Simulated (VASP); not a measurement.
# Ta4O (P4/mmm) in VASP: density of states with PBEsol

Aim: the density of states of Ta4O with PBEsol.

Program: VASP 6.6.1. These are calculated values, not measurements. Logs are shortened: lines on timing, memory, paths and dates and some standing lists are left out, and cuts for length are marked.

### 1 The cell of the first run

The structure is tetragonal, space group P4/mmm (No. 123). Conventional cell: a = 3.257 Å, b = 3.257 Å, c = 7.409 Å, α = 90.00°, β = 90.00°, γ = 90.00°. Within 3.7 Å of Ta (site symmetry 4/mmm) lie 12 Ta at 2.81 to 3.26 Å. Within 2.8 Å of Ta (site symmetry 4mm) lie 1 O at 2.10 Å. Ta (site symmetry 4/mmm) has 4 O at 2.30 Å within 3.0 Å. O (site symmetry 4/mmm) has 6 Ta at 2.10 to 2.30 Å within 2.8 Å.

### 2 Density of states, PBEsol

File POSCAR:

```
Ta4O
1.0
    3.2574970000      0.0000000000      0.0000000000
    0.0000000000      3.2574970000      0.0000000000
    0.0000000000      0.0000000000      7.4093410000
Ta O
4 1
Direct
    0.0000000000      0.0000000000      0.0000000000
    0.5000000000      0.5000000000      0.2168420000
    0.5000000000      0.5000000000      0.7831580000
    0.0000000000      0.0000000000      0.5000000000
    0.5000000000      0.5000000000      0.5000000000
```

File INCAR.step1:

```
PREC     = Accurate       # precision mode
ENCUT    = 520            # plane-wave cutoff, eV
EDIFF    = 1E-7           # SCF threshold, eV
ISMEAR   = -1             # smearing method
SIGMA    = 0.05           # smearing width, eV
LREAL    = False          # projectors in reciprocal space
LASPH    = True           # aspherical terms in the spheres
NELM     = 100            # most SCF steps
ALGO     = Normal         # electronic algorithm
ISIF     = 2              # what is computed and relaxed
LWAVE    = False          # write WAVECAR
LCHARG   = True           # write CHGCAR
LMAXMIX  = 4              # l up to which the mixer works
GGA      = PS             # functional
NBANDS   = 33             # bands
```

File KPOINTS.step1:

```
Automatic mesh
0
Gamma
  8 8 4
```

File INCAR.step2:

```
PREC     = Accurate       # precision mode
ENCUT    = 520            # plane-wave cutoff, eV
EDIFF    = 1E-7           # SCF threshold, eV
ISMEAR   = -5             # smearing method
SIGMA    = 0.05           # smearing width, eV
LREAL    = False          # projectors in reciprocal space
LASPH    = True           # aspherical terms in the spheres
NELM     = 100            # most SCF steps
ALGO     = Normal         # electronic algorithm
ISIF     = 2              # what is computed and relaxed
LWAVE    = False          # write WAVECAR
LCHARG   = False          # write CHGCAR
LMAXMIX  = 4              # l up to which the mixer works
GGA      = PS             # functional
LORBIT   = 11             # projections on sites
NEDOS    = 2001           # points of the DOS
ICHARG   = 11             # starting density
```

File KPOINTS.step2:

```
Automatic mesh
0
Gamma
  12 12 6
```

Potentials or basis: VASP PAW PBE potentials, release 64 (Ta_pv, O).

On the command line:

```bash
cat potpaw_PBE.64/Ta_pv/POTCAR potpaw_PBE.64/O/POTCAR > POTCAR
cp INCAR.step1 INCAR
cp KPOINTS.step1 KPOINTS
mpirun -np 1 vasp_std > vasp.out
cp INCAR.step2 INCAR
cp KPOINTS.step2 KPOINTS
mpirun -np 1 vasp_std > vasp.out
```

OUTCAR:

```text
PREC = Accurate
   ENCUT = 520
   EDIFF = 1E-7
   ISMEAR = -5
   LREAL = False
   LASPH = True
   NELM = 100
   ISIF = 2
   GGA = PS
   LORBIT = 11
   ICHARG = 11

 ion  position               nearest neighbor table
   1  0.000  0.000  0.000-   2 2.81   3 2.81   2 2.81   3 2.81   2 2.81   3 2.81   2 2.81   3 2.81

   2  0.500  0.500  0.217-   5 2.10   1 2.81   1 2.81   1 2.81   1 2.81   4 3.12   4 3.12   4 3.12
                             4 3.12   3 3.21
   3  0.500  0.500  0.783-   5 2.10   1 2.81   1 2.81   1 2.81   1 2.81   4 3.12   4 3.12   4 3.12
                             4 3.12   2 3.21
   4  0.000  0.000  0.500-   5 2.30   5 2.30   5 2.30   5 2.30   3 3.12   3 3.12   2 3.12   3 3.12
                             2 3.12   2 3.12   3 3.12   2 3.12
   5  0.500  0.500  0.500-   2 2.10   3 2.10   4 2.30   4 2.30   4 2.30   4 2.30

  LATTYP: Found a simple tetragonal cell.
 ALAT       =     3.2574970000
 C/A-ratio  =     2.2745503680

  Lattice vectors:

 A1 = (   3.2574970000,   0.0000000000,   0.0000000000)
 A2 = (   0.0000000000,   3.2574970000,   0.0000000000)
 A3 = (   0.0000000000,   0.0000000000,   7.4093410000)

Analysis of symmetry for initial positions (statically):
=====================================================================
 Subroutine PRICEL returns:
 Original cell was already a primitive cell.

 Routine SETGRP: Setting up the symmetry group for a
 simple tetragonal supercell.

 Subroutine GETGRP returns: Found 16 space group operations
 (whereof 16 operations were pure point group operations)
 out of a pool of 16 trial point group operations.

The static configuration has the point symmetry D_4h.

Analysis of symmetry for dynamics (positions and initial velocities):
=====================================================================
 Subroutine PRICEL returns:
 Original cell was already a primitive cell.

 Routine SETGRP: Setting up the symmetry group for a
 simple tetragonal supercell.

 Subroutine GETGRP returns: Found 16 space group operations
 (whereof 16 operations were pure point group operations)
 out of a pool of 16 trial point group operations.

The dynamic configuration has the point symmetry D_4h.

 Subroutine INISYM returns: Found 16 space group operations
 (whereof 16 operations are pure point group operations),
 and found     1 'primitive' translations

----------------------------------------------------------------------------------------

                                     Primitive cell

  volume of cell :      78.6226

  direct lattice vectors                    reciprocal lattice vectors
     3.257497000  0.000000000  0.000000000     0.306984166  0.000000000  0.000000000
     0.000000000  3.257497000  0.000000000     0.000000000  0.306984166  0.000000000
     0.000000000  0.000000000  7.409341000     0.000000000  0.000000000  0.134964769

  length of vectors
     3.257497000  3.257497000  7.409341000     0.306984166  0.306984166  0.134964769

  position of ions in fractional coordinates (direct lattice)
     0.000000000  0.000000000  0.000000000
     0.500000000  0.500000000  0.216842000
     0.500000000  0.500000000  0.783158000
     0.000000000  0.000000000  0.500000000
     0.500000000  0.500000000  0.500000000

  ion indices of the primitive-cell ions
   primitive index   ion index
                 1           1
                 2           2
                 3           3
                 4           4
                 5           5

----------------------------------------------------------------------------------------

 KPOINTS: Automatic mesh

Automatic generation of k-mesh.
 Grid dimensions read from file:
 generate k-points for:   12   12    6

 Generating k-lattice:

  Cartesian coordinates                     Fractional coordinates (reciprocal lattice)
     0.025582014  0.000000000  0.000000000     0.083333333  0.000000000  0.000000000
     0.000000000  0.025582014  0.000000000     0.000000000  0.083333333  0.000000000
     0.000000000  0.000000000  0.022494128     0.000000000  0.000000000  0.166666667

  Length of vectors
     0.025582014  0.025582014  0.022494128

  Shift w.r.t. Gamma in fractional coordinates (k-lattice)
     0.000000000  0.000000000  0.000000000

 TETIRR: Found   1296 inequivalent tetrahedra from     5184

 Subroutine IBZKPT returns following result:
 ===========================================

 Found    112 irreducible k-points:

 Following reciprocal coordinates:
            Coordinates               Weight
  0.000000  0.000000  0.000000      1.000000
  0.083333  0.000000  0.000000      4.000000
  0.166667  0.000000  0.000000      4.000000
  0.250000  0.000000  0.000000      4.000000
  0.333333  0.000000  0.000000      4.000000
  0.416667  0.000000  0.000000      4.000000
[... 16 lines left out ...]
  0.333333  0.333333  0.000000      4.000000
  0.416667  0.333333  0.000000      8.000000
 [... further k-points ...]
   k-points           NKPTS =    112   k-points in BZ     NKDIM =    112   number of bands    NBANDS=     30
   number of dos      NEDOS =   2001   number of ions     NIONS =      5
   total plane-waves  NPLWV =  32256
   dimension x,y,z NGX =    24 NGY =   24 NGZ =   56
   dimension x,y,z NGXF=    48 NGYF=   48 NGZF=  112
   ions per type =               4   1
   NGX,Y,Z   is equivalent  to a cutoff of  12.25, 12.25, 12.56 a.u.
   NGXF,Y,Z  is equivalent  to a cutoff of  24.50, 24.50, 25.13 a.u.
 SYSTEM =  unknown system
   PREC   = accura    normal or accurate (medium, high low for compatibility)
   ISTART =      0    job   : 0-new  1-cont  2-samecut
   ICHARG =     11    charge: 1-file 2-atom 10-const
   ISPIN  =      1    spin polarized calculation?
   LNONCOLLINEAR =      F non collinear calculations
   LSORBIT =      F    spin-orbit coupling
   LASPH  =      T    aspherical Exc in radial PAW
   ENCUT  =  520.0 eV  38.22 Ry    6.18 a.u.   6.06  6.06 13.78*2*pi/ulx,y,z
   NELM   =    100;   NELMIN=  2; NELMDL=  0     # of ELM steps
   EDIFF  = 0.1E-06   stopping-criterion for ELM
   LREAL  =      F    real-space projection
   EDIFFG = 0.1E-05   stopping-criterion for IOM
   NSW    =      0    number of steps for IOM
   IBRION =     -1    ionic relax: 0-MD 1-quasi-New 2-CG
   NFREE  =      0    steps in history (QN), initial steepest desc. (CG)
   ISIF   =      2    stress and relaxation
   ISYM   =      2    0-nonsym 1-usesym 2-fastsym
   POTIM  = 0.5000    time-step for ionic-motion
   TEBEG  =    0.0;   TEEND  =   0.0 temperature during run
   PSTRESS=    0.0 pullay stress
   NELECT =      50.0000    total number of electrons
   NUPDOWN=      -1.0000    fix difference up-down
   EMIN   =  10.00;   EMAX   =-10.00  energy-range for DOS
   EFERMI =   0.00;   METHOD = LEGACY
   ISMEAR =    -5;   SIGMA  =   0.05  broadening in eV -4-tet -1-fermi 0-gaus
   EFERMI_NEDOS =   21; number of points for ismear=-14 and -15
   IALGO  =     38    algorithm
   IMIX   =      4    mixing-type and parameters
     AMIX     =   0.40;   BMIX     =  1.00
     AMIX_MAG =   1.60;   BMIX_MAG =  1.00
  volume/ion in A,a.u.               =      15.72       106.11
  Fermi-wavevector in a.u.,A,eV,Ry     =   1.407826  2.660405 26.966391  1.981974
  Thomas-Fermi vector in A             =   2.530046
   LORBIT       =     11    0 simple, 1 ext, 2 COOP (PROOUT), +10 PAW based schemes
   GGA     = PS    functional components
   LHFCALC =     F    Hartree Fock is set to
   AEXX    =    0.0000 exact exchange contribution
   IVDW    =     0    specifies the selected vdW correction
   LEPSILON=     F    determine dielectric tensor
   LRPA    =     F    only Hartree local field effects (RPA)
 non-spin polarized calculation
 Fermi weights with tetrahedron method with Bloechl corrections
  energy-cutoff  :      520.00
  volume of cell :       78.62
 maximum number of plane-waves:      2144

 number of electron      50.0000004 magnetization

 Free energy of the ion-electron system (eV)
  ---------------------------------------------------
  ext. energy  EPLUGINS =         0.00000000
  ---------------------------------------------------
  free energy    TOTEN  =       -58.49365839 eV

  energy without entropy =      -58.49365839  energy(sigma->0) =      -58.49365839

 E-fermi :   6.2469     XC(G=0): -12.7298

 val. band max:        6.3119074861   @ k =   0.5000   0.1667   0.1667
 cond. band min:       6.2042532826   @ k =   0.4167   0.2500   0.0000
 fundamental gap:     -0.1076542035
 Fermi energy:         6.2468844557

 k-point     1 :       0.0000    0.0000    0.0000
  band No.  band energies     occupation
      1     -29.3377      2.00000
      2     -29.3377      2.00000
      3     -28.9320      2.00000
      4     -28.3318      2.00000
      5     -28.2113      2.00000
      6     -27.9959      2.00000
[... 22 lines left out ...]
     29       7.5131      0.00000
     30       7.8432      0.00000

 k-point     2 :       0.0833    0.0000    0.0000
  band No.  band energies     occupation
      1     -29.3633      2.00000
      2     -29.3348      2.00000
      3     -28.9283      2.00000
      4     -28.3409      2.00000
      5     -28.2165      2.00000
      6     -27.9974      2.00000
[... 22 lines left out ...]
     29       7.4667      0.00000
     30       7.5321      0.00000

 k-point     3 :       0.1667    0.0000    0.0000
  band No.  band energies     occupation
      1     -29.4316      2.00000
      2     -29.3268      2.00000
      3     -28.9193      2.00000
      4     -28.3644      2.00000
      5     -28.2313      2.00000
      6     -28.0057      2.00000
[... 22 lines left out ...]
     29       7.7004      0.00000
     30       7.9332      0.00000

 k-point     4 :       0.2500    0.0000    0.0000
  band No.  band energies     occupation
      1     -29.5216      2.00000
      2     -29.3160      2.00000
      3     -28.9100      2.00000
      4     -28.3934      2.00000
      5     -28.2513      2.00000
      6     -28.0278      2.00000
[... 22 lines left out ...]
     29       7.7800      0.00000
     30       8.3014      0.00000

 k-point     5 :       0.3333    0.0000    0.0000
  band No.  band energies     occupation
      1     -29.6083      2.00000
      2     -29.3051      2.00000
      3     -28.9053      2.00000
      4     -28.4186      2.00000
      5     -28.2677      2.00000
      6     -28.0665      2.00000
[... 22 lines left out ...]
     29       7.5445      0.00000
     30       8.0933      0.00000
[... 526 lines left out ...]
     29       8.6758      0.00000
     30       9.2315      0.00000

 k-point    22 :       0.5000    0.2500    0.0000
  band No.  band energies     occupation
      1     -29.6320      2.00000
      2     -29.4365      2.00000
      3     -28.8642      2.00000
      4     -28.4102      2.00000
      5     -28.2075      2.00000
      6     -28.1896      2.00000
[... 22 lines left out ...]
     29       9.0781      0.00000
     30       9.4878      0.00000

 k-point    23 :       0.3333    0.3333    0.0000
  band No.  band energies     occupation
      1     -29.5474      2.00000
      2     -29.5148      2.00000
      3     -28.8588      2.00000
      4     -28.3718      2.00000
      5     -28.2299      2.00000
      6     -28.1519      2.00000
[... 22 lines left out ...]
     29       8.4508      0.00000
     30       8.8119      0.00000

 k-point    24 :       0.4167    0.3333    0.0000
  band No.  band energies     occupation
      1     -29.5847      2.00000
      2     -29.5113      2.00000
      3     -28.8479      2.00000
      4     -28.3791      2.00000
      5     -28.2522      2.00000
      6     -28.1356      2.00000
[... 22 lines left out ...]
     29       8.7357      0.00000
     30       9.3126      0.00000

 [... further k-points ...]
[... 5 lines left out ...]
  --------------------------------------------------------------------------------------
  -------------------------------------------------------------------------------------
  Total       -3.8490645     -3.8490645     -3.4403091      0.0000000      0.0000000     -0.0000000
  in kB      -78.4364885    -78.4364885    -70.1068446      0.0000000      0.0000000     -0.0000000
  external PRESSURE =     -75.6599405 kB  Pullay stress =       0.0000000 kB

 VOLUME and BASIS-vectors are now :
 -----------------------------------------------------------------------------
  energy-cutoff  :      520.00
  volume of cell :       78.62
      direct lattice vectors                 reciprocal lattice vectors
     3.257497000  0.000000000  0.000000000     0.306984166  0.000000000  0.000000000
     0.000000000  3.257497000  0.000000000     0.000000000  0.306984166  0.000000000
     0.000000000  0.000000000  7.409341000     0.000000000  0.000000000  0.134964769

 POSITION                                       TOTAL-FORCE (eV/Angst)
 -----------------------------------------------------------------------------------
      0.00000      0.00000      0.00000         0.000000      0.000000      0.000000
      1.62875      1.62875      1.60666         0.000000     -0.000000      0.092388
      1.62875      1.62875      5.80268        -0.000000     -0.000000     -0.092388
      0.00000      0.00000      3.70467         0.000000      0.000000      0.000000
      1.62875      1.62875      3.70467         0.000000      0.000000      0.000000
 -----------------------------------------------------------------------------------
    total drift:                                0.000000     -0.000000      0.000000

  FREE ENERGIE OF THE ION-ELECTRON SYSTEM (eV)
  ---------------------------------------------------
  free  energy   TOTEN  =       -58.4936583943 eV

  energy  without entropy=      -58.4936583943  energy(sigma->0) =      -58.49365839

 total charge

# of ion       s       p       d       tot
------------------------------------------
    1        0.379   6.181   2.463   9.023
    2        0.352   6.189   2.340   8.881
    3        0.352   6.189   2.340   8.881
    4        0.262   6.113   2.378   8.752
    5        1.551   3.468   0.000   5.019
--------------------------------------------------
tot          2.895  28.139   9.520  40.555
```

Run time: 5 min. Hardware: 1 thread of Intel Xeon Platinum 8175M at 2.50GHz (Skylake/Cascade Lake), shared host; peak memory 0.32 GiB.

What came out:

| Quantity | Value |
| --- | --- |
| Valence electrons inside the program's atomic spheres | Ta 9.02, 8.88, 8.75; O 5.02 |

Caveat: the PAW data sets were made with another functional, which shifts forces and pressure a little; spin-orbit coupling is left out, which moves the levels of the heavy elements; tetrahedron occupations give inexact forces and stress in metals.
